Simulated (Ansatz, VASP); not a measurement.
# Cu3Pt: VASP beside Ansatz

```
Cu Pt
1.0
     3.68510    0.00000    0.00000
     0.00000    3.68510    0.00000
     0.00000    0.00000    3.68510
Cu Pt
3 1
Direct
  0.00000 0.50000 0.50000
  0.50000 0.00000 0.50000
  0.50000 0.50000 0.00000
  0.00000 0.00000 0.00000
```

Change from the starting cell: volume scaled by 0.98, PAW files.

Alike in both runs: task electric field gradients; functional LDA; k mesh 9 × 9 × 9; occupations fermi-dirac, width 0.05 eV; no spin polarisation.

|  | VASP | Ansatz |
| --- | --- | --- |
| version | VASP 6.6.1 | Ansatz 0.2.0 |
| potentials or method | VASP PAW LDA potentials, release 64 (Cu, Pt) | PAW with Ansatz's default frozen-core files, scalar-relativistic |
| plane-wave cutoff (eV) | 520 | 420 |
| valence electrons in the cell | 43 | 75 |

```csv
,VASP,Ansatz,Ansatz less VASP
pressure (GPa),-8.0,-8.8,-0.82
size of Vzz on the site where it differs most (V/Å²),29.4,26.0,-3.32
```

LDA's correlation is that of Perdew and Zunger in VASP and of Perdew and Wang (1992) in Ansatz. VASP's potentials hold 43 valence electrons a cell and Ansatz's 75, so a difference there can come from the potentials and not from the codes.

Spin-orbit coupling is off throughout.
